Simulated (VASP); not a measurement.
# SnO in VASP: single point with PBEsol

Aim: the single point of SnO with PBEsol.

Everything below comes from runs of VASP 6.6.1. Logs are shortened: lines on timing, memory, paths and dates and some standing lists are left out, and cuts for length are marked.

## 1. The cell of the first run

The typed cell holds 8 atoms: a = 3.797 Å, b = 7.174 Å, c = 7.174 Å, α = 82.81°, β = 58.04°, γ = 58.05°.

## 2. Single point, PBEsol

Input file INCAR:

```
SYSTEM = SnO
ALGO = Normal ; EDIFF = 1E-6
ENCUT = 520 ; GGA = PS
ISIF = 2 ; ISMEAR = -1
LASPH = .TRUE. ; LCHARG = .TRUE.
LELF = .TRUE. ; LREAL = .FALSE.
LVHAR = .TRUE. ; LWAVE = .FALSE.
NBANDS = 50 ; NELM = 100
PREC = Accurate ; SIGMA = 0.05
```

Input file KPOINTS:

```
k-points
0
G
  6 6 6
  0 0 0
```

Input file POSCAR:

```
SnO
1.0
    0.0026340056      2.6810904477      2.6882886347
    3.8102747283     -0.6831564972      6.0396598690
    3.8203836201      6.0359492940     -0.6611474037
Sn O
4 4
Direct
    0.1206817943     -0.0585511701     -0.0659411525
    0.1206877075     -0.0656242061      0.4411391750
    0.1206836200      0.4343768465     -0.0588589373
    0.1206790426      0.4414491325      0.4340604469
    0.6206835848      0.5633245829      0.3121879363
    0.6206808877      0.3125005341      1.0630130991
    0.6206830142      0.8125003986      0.5630116884
    0.6206849194      1.0633250401      0.8121864389
```

Potentials or basis: VASP PAW PBE potentials, release 64 (Sn_d, O).

Command:

```bash
$ cat potpaw_PBE.64/Sn_d/POTCAR potpaw_PBE.64/O/POTCAR > POTCAR
$ mpirun -np 1 vasp_std > vasp.out
```

OUTCAR:

```text
SYSTEM = SnO
   EDIFF = 1E-6
   ENCUT = 520
   GGA = PS
   ISIF = 2
   ISMEAR = -1
   LASPH = .TRUE.
   LREAL = .FALSE.
   NELM = 100
   PREC = Accurate

 ion  position               nearest neighbor table
   1  0.121  0.941  0.934-   8 2.22   8 2.22   7 2.23   6 2.23   2 3.54   3 3.54   3 3.54   2 3.54
                             3 3.63   2 3.63   3 3.63   2 3.63
   2  0.121  0.934  0.441-   7 2.22   7 2.22   5 2.23   8 2.23   4 3.54   1 3.54   4 3.54   1 3.54
                             4 3.63   1 3.63   4 3.63   1 3.63
   3  0.121  0.434  0.941-   6 2.22   6 2.22   5 2.23   8 2.23   4 3.54   1 3.54   1 3.54   4 3.54
                             1 3.63   4 3.63   1 3.63   4 3.63
   4  0.121  0.441  0.434-   5 2.22   5 2.22   7 2.23   6 2.23   2 3.54   3 3.54   2 3.54   3 3.54
                             2 3.63   3 3.63   2 3.63   3 3.63
   5  0.621  0.563  0.312-   4 2.22   4 2.22   2 2.23   3 2.23
   6  0.621  0.313  0.063-   3 2.22   3 2.22   4 2.23   1 2.23
   7  0.621  0.813  0.563-   2 2.22   2 2.22   4 2.23   1 2.23
   8  0.621  0.063  0.812-   1 2.22   1 2.22   2 2.23   3 2.23
[... 9 lines left out ...]
 A1 = (   7.6253903372,  -0.0093880986,   0.0019351959)
 A2 = (  -0.0026340056,  -2.6810904477,  -2.6882886347)
 A3 = ( -11.4330310599,   3.3736350435,  -3.3533064302)

Analysis of symmetry for initial positions (statically):
=====================================================================
 Subroutine PRICEL returns following result:

  LATTYP: Found a simple monoclinic cell.
 ALAT       =     3.7967286854
 B/A-ratio  =     1.0042080298
 C/A-ratio  =     1.6005058385
 COS(beta)  =    -0.6247851729

  Lattice vectors:

 A1 = (   0.0026340056,   2.6810904477,   2.6882886347)
 A2 = (   3.8127024319,  -0.0046846021,   0.0009683681)
 A3 = (   0.0024131770,   0.6784530007,  -6.0386930412)

   2 primitive cells build up your supercell.

 Routine SETGRP: Setting up the symmetry group for a
 simple monoclinic supercell.

 Subroutine GETGRP returns: Found  2 space group operations
 (whereof  1 operations were pure point group operations)
 out of a pool of  4 trial point group operations.

The static configuration has the point symmetry C_1 .
 The point group associated with its full space group is S_2 .

Analysis of symmetry for dynamics (positions and initial velocities):
=====================================================================
 Subroutine PRICEL returns following result:

  LATTYP: Found a simple monoclinic cell.
 ALAT       =     3.7967286854
 B/A-ratio  =     1.0042080298
 C/A-ratio  =     1.6005058385
 COS(beta)  =    -0.6247851729

  Lattice vectors:

[... 125 lines left out ...]
   ISYM   =      2    0-nonsym 1-usesym 2-fastsym
   POTIM  = 0.5000    time-step for ionic-motion
   TEBEG  =    0.0;   TEEND  =   0.0 temperature during run
   PSTRESS=    0.0 pullay stress
   NELECT =      80.0000    total number of electrons
   NUPDOWN=      -1.0000    fix difference up-down
   EMIN   =  10.00;   EMAX   =-10.00  energy-range for DOS
   EFERMI =   0.00;   METHOD = LEGACY
   ISMEAR =    -1;   SIGMA  =   0.05  broadening in eV -4-tet -1-fermi 0-gaus
   EFERMI_NEDOS =   21; number of points for ismear=-14 and -15
   IALGO  =     38    algorithm
   IMIX   =      4    mixing-type and parameters
     AMIX     =   0.40;   BMIX     =  1.00
     AMIX_MAG =   1.60;   BMIX_MAG =  1.00
  volume/ion in A,a.u.               =      17.17       115.87
  Fermi-wavevector in a.u.,A,eV,Ry     =   1.367138  2.583516 25.430194  1.869067
  Thomas-Fermi vector in A             =   2.493217
   LORBIT       =      0    0 simple, 1 ext, 2 COOP (PROOUT), +10 PAW based schemes
   GGA     = PS    functional components
   LHFCALC =     F    Hartree Fock is set to
   AEXX    =    0.0000 exact exchange contribution
   IVDW    =     0    specifies the selected vdW correction
   LEPSILON=     F    determine dielectric tensor
   LRPA    =     F    only Hartree local field effects (RPA)
 non-spin polarized calculation
  energy-cutoff  :      520.00
  volume of cell :      137.37
 maximum number of plane-waves:      3724
   NGX = 15   NGY = 27   NGZ = 27

 number of electron      79.9999991 magnetization

 Free energy of the ion-electron system (eV)
  ---------------------------------------------------
  ext. energy  EPLUGINS =         0.00000000
  ---------------------------------------------------
  free energy    TOTEN  =       -48.43080477 eV

  energy without entropy =      -48.42776938  energy(sigma->0) =      -48.42928707

 E-fermi :   7.2689     XC(G=0): -10.6054

 val. band max:        7.2284537734   @ k =   0.0000   0.0000   0.0000
 cond. band min:       7.5536784500   @ k =   0.5000   0.0000   0.1667
 fundamental gap:      0.3252246766
 Fermi energy:         7.2689056613

 k-point     1 :       0.0000    0.0000    0.0000
  band No.  band energies     occupation
      1     -14.6945      2.00000
      2     -14.5786      2.00000
      3     -14.5786      2.00000
      4     -14.2519      2.00000
      5     -14.2516      2.00000
      6     -14.2467      2.00000
[... 1261 lines left out ...]
     49      13.6852      0.00000
     50      14.1500      0.00000

 [... further k-points ...]

------------------------ aborting loop because EDIFF is reached ----------------------------------------

  FORCE on cell =-STRESS in cart. coord.  units (eV):
  Direction    XX          YY          ZZ          XY          YZ          ZX
  --------------------------------------------------------------------------------------
  -------------------------------------------------------------------------------------
  Total        0.1793545      0.2220414      0.2231240     -0.0002940     -0.0113990      0.0000655
  in kB        2.0919217      2.5898060      2.6024331     -0.0034295     -0.1329531      0.0007635
  external PRESSURE =       2.4280536 kB  Pullay stress =       0.0000000 kB

 VOLUME and BASIS-vectors are now :
 -----------------------------------------------------------------------------
  energy-cutoff  :      520.00
  volume of cell :      137.37
      direct lattice vectors                 reciprocal lattice vectors
     0.002634006  2.681090448  2.688288635    -0.262099585  0.186313085  0.186426462
     3.810274728 -0.683156497  6.039659869     0.131029868 -0.074778915  0.074450302
     3.820383620  6.035949294 -0.661147404     0.131251368  0.074452591 -0.074381837

 POSITION                                       TOTAL-FORCE (eV/Angst)
 -----------------------------------------------------------------------------------
      7.15596      5.31833      5.39291         0.000079      0.060235     -0.060031
      5.24587      2.34794      5.67610        -0.000079     -0.060235      0.060031
      5.25093      5.70750      2.32569        -0.000079     -0.060235      0.060031
      3.34064      2.64194      2.70364         0.000079      0.060235     -0.060031
      3.34073      3.16362      4.86446        -0.000001     -0.000500      0.000506
      1.43308      1.83096      3.51431         0.000001      0.000500     -0.000506
      5.24841      4.50735      6.20357         0.000001      0.000500     -0.000506
      3.34578      6.52317      1.51407        -0.000001     -0.000500      0.000506
 -----------------------------------------------------------------------------------
    total drift:                                0.030372      0.029585      0.000798

  FREE ENERGIE OF THE ION-ELECTRON SYSTEM (eV)
  ---------------------------------------------------
  free  energy   TOTEN  =       -48.4308047670 eV

  energy  without entropy=      -48.4277693812  energy(sigma->0) =      -48.42928707
```

OSZICAR:

```text
N       E                     dE             d eps       ncg     rms          rms(c)
DAV:   1     0.104548322637E+04    0.10455E+04   -0.36776E+04 12086   0.247E+03
DAV:   2     0.159950899018E+03   -0.88553E+03   -0.84601E+03 11312   0.687E+02
DAV:   3    -0.374112742272E+02   -0.19736E+03   -0.18825E+03 12684   0.249E+02
DAV:   4    -0.542369394244E+02   -0.16826E+02   -0.16493E+02 13256   0.755E+01
DAV:   5    -0.548437776328E+02   -0.60684E+00   -0.60509E+00 12750   0.147E+01    0.151E+01
DAV:   6    -0.484191017753E+02    0.64247E+01   -0.25288E+01 18038   0.475E+01    0.646E+00
DAV:   7    -0.485008627414E+02   -0.81761E-01   -0.40749E+00 12232   0.902E+00    0.358E+00
DAV:   8    -0.484668168241E+02    0.34046E-01   -0.83366E-01 16988   0.494E+00    0.129E+00
DAV:   9    -0.484290257195E+02    0.37791E-01   -0.16097E-01 17264   0.377E+00    0.338E-01
DAV:  10    -0.484318819829E+02   -0.28563E-02   -0.22966E-02 15598   0.134E+00    0.250E-01
DAV:  11    -0.484307272570E+02    0.11547E-02   -0.40241E-03 16774   0.566E-01    0.577E-02
DAV:  12    -0.484308212464E+02   -0.93989E-04   -0.13537E-03 13252   0.165E-01    0.506E-02
DAV:  13    -0.484308084407E+02    0.12806E-04   -0.82338E-05 14690   0.718E-02    0.214E-02
DAV:  14    -0.484308070349E+02    0.14058E-05   -0.46731E-06 12960   0.204E-02    0.122E-02
DAV:  15    -0.484308045068E+02    0.25281E-05   -0.59015E-06 12364   0.185E-02    0.135E-03
DAV:  16    -0.484308047670E+02   -0.26017E-06   -0.75213E-07  6554   0.536E-03
   1 F= -.48430805E+02 E0= -.48429287E+02  d E =-.303539E-02
```

stdout:

```text
POSCAR found type information on POSCAR SnO
 POSCAR found :  2 types and       8 ions
 scaLAPACK will be used
 -----------------------------------------------------------------------------
|                                                                             |
|                                                                             |
|     You enforced a specific xc type in the INCAR file but a different       |
|     I HOPE YOU KNOW WHAT YOU ARE DOING!                                     |
|                                                                             |
 -----------------------------------------------------------------------------

 LDA part: xc-table for (Slater+PW92), standard interpolation
 POSCAR, INCAR and KPOINTS ok, starting setup
 FFT: planning ... GRIDC
 FFT: planning ... GRID_SOFT
 FFT: planning ... GRID
 WAVECAR not read
 entering main loop
```

It took 21 min on 1 thread of Oxide Virtual Turin-like, shared host; peak memory 0.62 GiB.

What came out:

```
Free energy            : -48.4308 eV
Pressure               : 0.2 GPa
Largest force          : 0.085 eV/Å
Band gap on the k mesh : zero (bands 40 and 41 overlap by 0.10 eV)
```

Forces on the atoms (eV/Å):
```
Sn   0.000  0.060 -0.060
Sn   0.000 -0.060  0.060
Sn   0.000 -0.060  0.060
Sn   0.000  0.060 -0.060
O    0.000 -0.001  0.001
O    0.000  0.001 -0.001
O    0.000  0.001 -0.001
O    0.000 -0.001  0.001
```

Levels at points of the mesh, in eV from the Fermi level:
```
           k point  band 37  band 38  band 39  band 40  band 41  band 42  band 43  band 44
(0.00, 0.00, 0.00)    -3.22    -1.78    -1.78    -0.04     2.09     2.61     2.61     4.49
(0.50, 0.00, 0.00)    -1.92    -1.92    -1.77    -1.77    -0.14    -0.14     2.62     2.62
(0.00, 0.50, 0.00)    -3.21    -3.21    -0.80    -0.80     1.96     1.96     2.97     2.97
(0.50, 0.50, 0.00)    -2.29    -2.29    -2.29    -2.29     1.96     1.96     1.96     1.96
(0.00, 0.00, 0.50)    -3.21    -3.21    -0.80    -0.80     1.96     1.96     2.97     2.97
(0.50, 0.00, 0.50)    -2.29    -2.29    -2.29    -2.29     1.96     1.96     1.96     1.96
(0.00, 0.50, 0.50)    -3.02    -2.82    -2.82    -2.24     1.55     2.70     2.76     3.24
(0.50, 0.50, 0.50)    -2.81    -2.81    -2.56    -2.56     2.24     2.24     3.21     3.21
```

Caveat: semilocal functionals underestimate gaps, so a narrow gap can read as zero; the PAW data sets were made with another functional, which shifts forces and pressure a little; spin-orbit coupling is left out, which moves the levels of the heavy elements.
